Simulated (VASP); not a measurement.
Crystal: GeCN2.

```
CELL_PARAMETERS angstrom
1.78175 1.02869 4.88892
-1.78175 1.02869 4.88892
0.00000 -2.05739 4.88892
ATOMIC_POSITIONS crystal
Ge 0.00000 0.00000 0.00000
N 0.58390 0.58390 0.58390
N 0.41610 0.41610 0.41610
C 0.50000 0.50000 0.50000
```

Base run:

```yaml
Program: VASP 6.6.1
Functional: r2SCAN
Potentials_or_basis: VASP PAW PBE potentials, release 64 (Ge_d, N, C)
Cutoff: 520 eV
k_mesh: 9 × 9 × 9
Occupations: fermi-dirac, width 0.05 eV
Spin: no spin polarisation
```

Its results: band gap on the k mesh 1.16 eV, indirect (least direct gap 2.04 eV); pressure -0.3 GPa; largest force 0.309 eV/Å.

**Question.** After a change of settings the same cell gave: band gap on the k mesh 0.95 eV, indirect (least direct gap 1.74 eV); pressure -0.4 GPa; largest force 0.790 eV/Å. Which change was it?
A. functional from r2SCAN to LDA; potentials or basis from VASP PAW PBE potentials, release 64 (Ge_d, N, C) to VASP PAW LDA potentials, release 64 (Ge_d, N, C)
B. functional from r2SCAN to PBE; further incar settings from ALGO = Normal; EDIFF = 1e-06; NBANDS = 22 to ALGO = Normal; EDIFF = 1e-07; NBANDS = 22
C. functional from r2SCAN to PBEsol

**Answer.** C.

r2SCAN gives the wider gap, since meta-GGAs in the generalised Kohn-Sham scheme recover part of the derivative discontinuity.

Caveats: the PAW data sets were made with another functional, which shifts forces and pressure a little.
